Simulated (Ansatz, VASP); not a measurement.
**HfN in VASP and in Ansatz**

The input INCAR:

```
PREC = Accurate ; ENCUT = 520
EDIFF = 1E-7 ; ISMEAR = 0
SIGMA = 0.15 ; LREAL = False
LASPH = True ; NELM = 60
ALGO = Normal ; ISIF = 2
LWAVE = False ; LCHARG = True
GGA = PE ; LELF = True
LVHAR = True ; NBANDS = 14
```

The input KPOINTS:

```
Automatic mesh
0
Gamma
  12 12 12
```

Contents of POSCAR:

```
HfN
1.0
    0.0000000000      2.2738965622      2.2738965622
    2.2738965622      0.0000000000      2.2738965622
    2.2738965622      2.2738965622      0.0000000000
Hf N
1 1
Direct
   -0.0256432453      0.0311222825     -0.0148396636
    0.5256432453      0.4688777175      0.5148396636
```

Input for Ansatz:

```yaml
crystal:
  lattice:
    - [0.0, 2.2738965622, 2.2738965622]
    - [2.2738965622, 0.0, 2.2738965622]
    - [2.2738965622, 2.2738965622, 0.0]
  atoms:
    - { symbol: Hf, position: [-0.0256432453, 0.0311222825, -0.0148396636] }
    - { symbol: "N", position: [0.5256432453, 0.4688777175, 0.5148396636] }
basis:
  ecutwfc: 420
kpoints:
  mp_grid: { grid: [12, 12, 12] }
hamiltonian:
  xc: pbe
scf:
  occupations: { method: gaussian, width: 0.15 }
output:
  forces: true
  stress: true
  eigenvalues: true
```

Change from the starting cell: all N atoms moved 0.2 Å in one direction.

Alike in both runs: task single point; functional PBE; k mesh 12 × 12 × 12; occupations gaussian, width 0.15 eV; no spin polarisation.

|  | VASP | Ansatz |
| --- | --- | --- |
| version | VASP 6.6.1 | Ansatz 0.2.0 |
| potentials or method | VASP PAW PBE potentials, release 64 (Hf_pv, N), cutoff 520 eV | scalar-relativistic, plane waves, PAW |
| valence electrons in the cell | 15 | 31 |

Ansatz gave:

* gap on the k mesh at the Fermi level (eV): none
* pressure (GPa): 5.0
* traceless stress, the component that is largest in VASP (GPa): 7.86
* rms of the force components (eV/Å): 1.306

Problem. Which values does VASP return?

Solution. gap on the k mesh at the Fermi level (eV): none; pressure (GPa): 2.8; traceless stress, the component that is largest in VASP (GPa): 7.82; rms of the force components (eV/Å): 1.309.

Atom by atom the forces differ by 0.004 eV/Å (rms over components). A gap of «none» marks a metal or a gap that the smearing closes. VASP's potentials hold 15 valence electrons a cell and Ansatz's 31, so a difference there can come from the potentials and not from the codes.

Neither program's run includes spin-orbit coupling.
